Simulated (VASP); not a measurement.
Here is a VASP 6.6.1 calculation.

Contents of POSCAR:

```
LiH
1.0
    0.0000000000      2.0766964161      2.0766964161
    2.0766964161      0.0000000000      2.0766964161
    2.0766964161      2.0766964161      0.0000000000
Li H
1 1
Direct
    0.0000000000      0.0000000000      0.0000000000
    0.5000000000      0.5000000000      0.5000000000
```

INCAR.step1

```
PREC = Accurate ; ENCUT = 520
EDIFF = 1E-5 ; ISMEAR = -1
SIGMA = 0.05 ; LREAL = False
LASPH = True ; NELM = 100
ALGO = Normal ; ISIF = 2
LWAVE = True ; NBANDS = 9
GGA = PE
```

File INCAR.step2:

```
PREC = Accurate ; ENCUT = 520
EDIFF = 1E-7 ; ISMEAR = -1
SIGMA = 0.05 ; LREAL = False
LASPH = True ; NELM = 100
ALGO = Normal ; ISIF = 2
LWAVE = False ; LCHARG = True
GGA = PE ; LHFCALC = True
HFSCREEN = 0.2079 ; PRECFOCK = Normal
LELF = True ; LVHAR = True
NBANDS = 9 ; ISTART = 1
```

The input KPOINTS:

```
Automatic mesh
0
Gamma
  6 6 6
```

Potentials or basis: VASP PAW PBE potentials, release 64 (Li_sv, H).

Launch:

```sh
$ cat potpaw_PBE.64/Li_sv/POTCAR potpaw_PBE.64/H/POTCAR > POTCAR
$ cp INCAR.step1 INCAR
$ mpirun -np 1 vasp_std > vasp.out
$ cp INCAR.step2 INCAR
$ mpirun -np 1 vasp_std > vasp.out
```

(1) Estimate the band gap on the k mesh.

## Answers

(1) 4.02 eV, direct.

Caveat: the k points lie up to 0.44 Å⁻¹ apart.
